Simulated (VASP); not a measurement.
Fe, 1 atom in the cell. It takes space group Im-3m (No. 229, cubic). The conventional cell has a = 2.886 Å, b = 2.886 Å, c = 2.886 Å, α = 90.00°, β = 90.00°, γ = 90.00°. Within 3.3 Å of Fe (site symmetry m-3m) lie 14 Fe at 2.50 to 2.89 Å. 

* Program: VASP 6.6.1
* Task: single point
* Functional: PBEsol
* Dispersion: D4
* Potentials or basis: VASP PAW PBE potentials, release 64 (Fe)
* Cutoff: 520 eV
* k mesh: 13 × 13 × 13
* Occupations: fermi-dirac, width 0.1 eV
* Spin: collinear spin, ferromagnetic start
* Starting moments: [3.0] μB
* Hubbard terms: Fe d U = 6.0 eV
* Dipole correction: no
* Further INCAR settings: ALGO = Normal; EDIFF = 1e-07; NBANDS = 14

Potentials or basis: VASP PAW PBE potentials, release 64 (Fe).

The run is started by

```bash
$ cat potpaw_PBE.64/Fe/POTCAR > POTCAR
$ mpirun -np 1 vasp_std > vasp.out
```

Hardware: 1 thread of Intel Xeon 6975P-C, on a shared host.

**Question.** Estimate the wall time of this run.

**Answer.** Run time: 61 s on 1 thread of Intel Xeon 6975P-C (shared host), peak memory 0.15 GiB. Counts: scf iterations 17, k points 84.
